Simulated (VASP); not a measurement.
# C in VASP: notebook

C is run at these levels: PBEsol+D3(BJ); tasks: single point, relaxation of cell and atoms.

Program: VASP 6.6.1. These are calculated values, not measurements. Logs are shortened: lines on timing, memory, paths and dates and some standing lists are left out, and cuts for length are marked.

## 1. The cell of the first run

The structure is hexagonal, space group P6_3/mmc (No. 194). The conventional cell has a = 2.458 Å, b = 2.458 Å, c = 6.580 Å, α = 90.00°, β = 90.00°, γ = 120.00°. Within 1.9 Å of C (site symmetry -6m2) lie 3 C at 1.42 Å. C (site symmetry -6m2) has 3 C at 1.42 Å within 1.9 Å.

## 2. Single point, PBEsol+D3(BJ)

Input file INCAR:

```
ALGO = Normal ; EDIFF = 1E-6
ENCUT = 520 ; GGA = PS
ISIF = 2 ; ISMEAR = 0
IVDW = 12 ; LASPH = True
LCHARG = False ; LREAL = False
LWAVE = False ; NBANDS = 16
NELM = 60 ; PREC = Accurate
SIGMA = 0.15
```

Input file KPOINTS:

```
k-points
0
Gamma
  18 18 6
```

Input file POSCAR:

```
C
1.0
    2.4580081300      0.0000000000      0.0000000000
   -1.2290040650      2.1286974833      0.0000000000
    0.0000000000      0.0000000000      6.5800567345
C
4
Direct
    0.0000000000      0.0000000000      0.0024961493
    0.0000000000      0.0000000000      0.5024961493
    0.3333333333      0.6666666667      0.0025038507
    0.6666666667      0.3333333333      0.5025038507
```

Potentials or basis: VASP PAW PBE potentials, release 64 (C).

Started as:

```console
cat potpaw_PBE.64/C/POTCAR > POTCAR
mpirun -np 1 vasp_std > vasp.out
```

OUTCAR:

```text
EDIFF = 1E-6
   ENCUT = 520
   GGA = PS
   ISIF = 2
   ISMEAR = 0
   IVDW = 12
   LASPH = True
   LREAL = False
   NELM = 60
   PREC = Accurate
 IVDW          = 12

 ion  position               nearest neighbor table
   1  0.000  0.000  0.002-   3 1.42   3 1.42   3 1.42
   2  0.000  0.000  0.502-   4 1.42   4 1.42   4 1.42
   3  0.333  0.667  0.003-   1 1.42   1 1.42   1 1.42
   4  0.667  0.333  0.503-   2 1.42   2 1.42   2 1.42

  LATTYP: Found a hexagonal cell.
 ALAT       =     2.4580081300
 C/A-ratio  =     2.6769873762

  Lattice vectors:

 A1 = (   2.4580081300,   0.0000000000,   0.0000000000)
 A2 = (  -1.2290040650,   2.1286974833,   0.0000000000)
 A3 = (   0.0000000000,   0.0000000000,   6.5800567345)

Analysis of symmetry for initial positions (statically):
=====================================================================
 Subroutine PRICEL returns:
 Original cell was already a primitive cell.

 Routine SETGRP: Setting up the symmetry group for a
 hexagonal supercell.

 Subroutine GETGRP returns: Found 12 space group operations
 (whereof  6 operations were pure point group operations)
 out of a pool of 24 trial point group operations.

The static configuration has the point symmetry C_3v.
 The point group associated with its full space group is C_6v.

Analysis of symmetry for dynamics (positions and initial velocities):
=====================================================================
 Subroutine PRICEL returns:
 Original cell was already a primitive cell.

 Routine SETGRP: Setting up the symmetry group for a
 hexagonal supercell.

 Subroutine GETGRP returns: Found 12 space group operations
 (whereof  6 operations were pure point group operations)
 out of a pool of 24 trial point group operations.

The dynamic configuration has the point symmetry C_3v.
 The point group associated with its full space group is C_6v.

 Subroutine INISYM returns: Found 12 space group operations
 (whereof  6 operations are pure point group operations),
 and found     1 'primitive' translations

----------------------------------------------------------------------------------------

                                     Primitive cell

  volume of cell :      34.4292

  direct lattice vectors                    reciprocal lattice vectors
     2.458008130  0.000000000  0.000000000     0.406833479  0.234885419  0.000000000
    -1.229004065  2.128697483  0.000000000     0.000000000  0.469770838  0.000000000
[... 92 lines left out ...]
   NSW    =      0    number of steps for IOM
   IBRION =     -1    ionic relax: 0-MD 1-quasi-New 2-CG
   NFREE  =      0    steps in history (QN), initial steepest desc. (CG)
   ISIF   =      2    stress and relaxation
   ISYM   =      2    0-nonsym 1-usesym 2-fastsym
   POTIM  = 0.5000    time-step for ionic-motion
   TEBEG  =    0.0;   TEEND  =   0.0 temperature during run
   PSTRESS=    0.0 pullay stress
   NELECT =      16.0000    total number of electrons
   NUPDOWN=      -1.0000    fix difference up-down
   EMIN   =  10.00;   EMAX   =-10.00  energy-range for DOS
   EFERMI =   0.00;   METHOD = LEGACY
   ISMEAR =     0;   SIGMA  =   0.15  broadening in eV -4-tet -1-fermi 0-gaus
   EFERMI_NEDOS =   21; number of points for ismear=-14 and -15
   IALGO  =     38    algorithm
   IMIX   =      4    mixing-type and parameters
     AMIX     =   0.40;   BMIX     =  1.00
     AMIX_MAG =   1.60;   BMIX_MAG =  1.00
  volume/ion in A,a.u.               =       8.61        58.08
  Fermi-wavevector in a.u.,A,eV,Ry     =   1.268058  2.396283 21.877782  1.607972
  Thomas-Fermi vector in A             =   2.401173
   LORBIT       =      0    0 simple, 1 ext, 2 COOP (PROOUT), +10 PAW based schemes
   GGA     = PS    functional components
   LHFCALC =     F    Hartree Fock is set to
   AEXX    =    0.0000 exact exchange contribution
   IVDW    =    12    specifies the selected vdW correction
   LEPSILON=     F    determine dielectric tensor
   LRPA    =     F    only Hartree local field effects (RPA)
 non-spin polarized calculation
 Gauss-broadening in eV      SIGMA  =   0.15
  energy-cutoff  :      520.00
  volume of cell :       34.43
 maximum number of plane-waves:       948
   NGX =  9   NGY =  9   NGZ = 25

 number of electron      15.9999995 magnetization

 Free energy of the ion-electron system (eV)
  ---------------------------------------------------
  ext. energy  EPLUGINS =         0.00000000
  ---------------------------------------------------
  free energy    TOTEN  =       -38.56231899 eV

  energy without entropy =      -38.56111118  energy(sigma->0) =      -38.56171508

 E-fermi :   4.8101     XC(G=0): -10.7023

 val. band max:        4.8077799110   @ k =   0.3333   0.3333   0.5000
 cond. band min:       4.8216703670   @ k =   0.3333   0.3333   0.3333
 fundamental gap:      0.0138904560
 Fermi energy:         4.8100732900

 k-point     1 :       0.0000    0.0000    0.0000
  band No.  band energies     occupation
      1     -14.8832      2.00000
      2     -14.5252      2.00000
      3      -3.9007      2.00000
      4      -1.6777      2.00000
      5       1.8494      2.00000
      6       1.8494      2.00000
[... 433 lines left out ...]
      3      -7.4656      2.00000
      4      -7.2694      2.00000
      5      -2.4437      2.00000
      6      -2.3503      2.00000
[... 8 lines left out ...]
     15      18.0172      0.00000
     16      18.8417      0.00000

 [... further k-points ...]

------------------------ aborting loop because EDIFF is reached ----------------------------------------

 Edisp (eV)   -0.44955

 E8    (eV) :    -0.2186

  FORCE on cell =-STRESS in cart. coord.  units (eV):
  Direction    XX          YY          ZZ          XY          YZ          ZX
  --------------------------------------------------------------------------------------
  -------------------------------------------------------------------------------------
  Total       0.26099     0.26099    -0.02817     0.00000     0.00000     0.00000
  in kB      12.14539    12.14539    -1.31102     0.00000     0.00000     0.00000
  external pressure =        7.66 kB  Pullay stress =        0.00 kB

 VOLUME and BASIS-vectors are now :
 -----------------------------------------------------------------------------
  energy-cutoff  :      520.00
  volume of cell :       34.43
      direct lattice vectors                 reciprocal lattice vectors
     2.458008130  0.000000000  0.000000000     0.406833479  0.234885419  0.000000000
    -1.229004065  2.128697483  0.000000000     0.000000000  0.469770838  0.000000000
     0.000000000  0.000000000  6.580056735     0.000000000  0.000000000  0.151974374

 POSITION                                       TOTAL-FORCE (eV/Angst)
 -----------------------------------------------------------------------------------
      0.00000      0.00000      0.01642         0.000000     -0.000000      0.000845
      0.00000      0.00000      3.30645         0.000000      0.000000      0.000845
     -0.00000      1.41913      0.01648         0.000000      0.000000     -0.000845
      1.22900      0.70957      3.30650        -0.000000      0.000000     -0.000845
 -----------------------------------------------------------------------------------
    total drift:                               -0.000000     -0.000000      0.000281

  FREE ENERGIE OF THE ION-ELECTRON SYSTEM (eV)
  ---------------------------------------------------
  free  energy   TOTEN  =       -39.0118650098 eV

  energy  without entropy=      -39.0106571971  energy(sigma->0) =      -39.01126110
```

Wall time 41 s (1 thread of Intel Xeon 6975P-C, shared host); peak memory 0.19 GiB.

What came out:

* Free energy: -39.0119 eV
* Pressure: 0.8 GPa
* Band gap on the k mesh: zero (band 8 reaches 4.82 eV, above the bottom of band 9 at 4.79 eV)
* Dispersion energy per atom: -0.112 eV

Stress tensor (GPa, compression positive):
```
 1.21  0.00  0.00
 0.00  1.21  0.00
 0.00  0.00 -0.13
```

Levels at points of the mesh, in eV from the Fermi level:
```
           k point  band 6  band 7  band 8  band 9  band 10  band 11
(0.00, 0.00, 0.00)   -2.96   -2.94   -2.94    4.19     8.37     8.37
(0.50, 0.00, 0.00)   -6.34   -2.84   -2.07    1.49     2.25     7.25
(0.00, 0.00, 0.50)   -2.95   -2.95   -2.95    7.02     7.02     8.40
(0.50, 0.00, 0.50)   -6.38   -2.37   -2.37    1.62     1.62     7.48
```

Caveat: the PAW data sets were made with another functional, which shifts forces and pressure a little.

## 3. Single point, PBEsol+D3(BJ)

Input file INCAR:

```
PREC = Accurate
ENCUT = 520
EDIFF = 1E-7
ISMEAR = 0
SIGMA = 0.1
LREAL = F
LASPH = T
NELM = 100
ALGO = Normal
ISIF = 2
LWAVE = F
LCHARG = T
GGA = PS
IVDW = 12
LELF = T
LVHAR = T
NBANDS = 16
```

Input file KPOINTS:

```
Automatic mesh
0
Gamma
  21 21 6
```

POSCAR is that of step 2.

Potentials or basis: VASP PAW PBE potentials, release 64 (C).

Started as:

```console
cat potpaw_PBE.64/C/POTCAR > POTCAR
mpirun -np 1 vasp_std > vasp.out
```

It took 59 s on 1 thread of Intel Xeon 6975P-C, shared host; peak memory 0.21 GiB.

It converged, with:

| Property | Result |
| --- | --- |
| Free energy | -39.0120 eV |
| Pressure | 0.8 GPa |
| Band gap on the k mesh | zero (band 8 reaches 4.82 eV, above the bottom of band 9 at 4.79 eV) |
| Dispersion energy per atom | -0.112 eV |

Stress tensor (GPa, compression positive):
```
 1.21  0.00  0.00
 0.00  1.21  0.00
 0.00  0.00 -0.10
```

Levels at points of the mesh, in eV from the Fermi level:
| k point | band 5 | band 6 | band 7 | band 8 | band 9 | band 10 | band 11 | band 12 |
| --- | --- | --- | --- | --- | --- | --- | --- | --- |
| (0.00, 0.00, 0.00) | -2.96 | -2.96 | -2.94 | -2.94 | 4.19 | 8.37 | 8.37 | 8.43 |
| (0.00, 0.00, 0.50) | -2.95 | -2.95 | -2.95 | -2.95 | 7.02 | 7.02 | 8.40 | 8.40 |

Caveat: the PAW data sets were made with another functional, which shifts forces and pressure a little.

## 4. Single point, PBEsol+D3(BJ)

Input file INCAR:

```
PREC = Accurate ; ENCUT = 520
EDIFF = 1E-6 ; ISMEAR = 0
SIGMA = 0.15 ; LREAL = False
LASPH = True ; NELM = 60
ALGO = Normal ; ISIF = 2
LWAVE = False ; LCHARG = False
GGA = PS ; IVDW = 12
NBANDS = 16
```

Input file KPOINTS:

```
Automatic mesh
0
Gamma
  21 21 8
```

POSCAR is that of step 3.

Started as:

```console
cat potpaw_PBE.64/C/POTCAR > POTCAR
mpirun -np 1 vasp_std > vasp.out
```

Run time: 64 s. Hardware: 1 thread of Intel Xeon 6975P-C, shared host; peak memory 0.22 GiB.

The run converged. Its results:

* Free energy: -39.0123 eV
* Pressure: 0.8 GPa
* Band gap on the k mesh: zero (band 8 reaches 4.83 eV, above the bottom of band 9 at 4.79 eV)
* Dispersion energy per atom: -0.112 eV

Stress tensor (GPa, compression positive):
```
 1.21  0.00  0.00
 0.00  1.21  0.00
 0.00  0.00 -0.12
```

Levels at points of the mesh, in eV from the Fermi level:
| k point | band 6 | band 7 | band 8 | band 9 | band 10 | band 11 |
| --- | --- | --- | --- | --- | --- | --- |
| (0.00, 0.00, 0.00) | -2.96 | -2.94 | -2.94 | 4.19 | 8.37 | 8.37 |
| (0.00, 0.00, 0.50) | -2.95 | -2.95 | -2.95 | 7.02 | 7.02 | 8.40 |

Caveat: the PAW data sets were made with another functional, which shifts forces and pressure a little.

(Continued in part 2 of 2.)
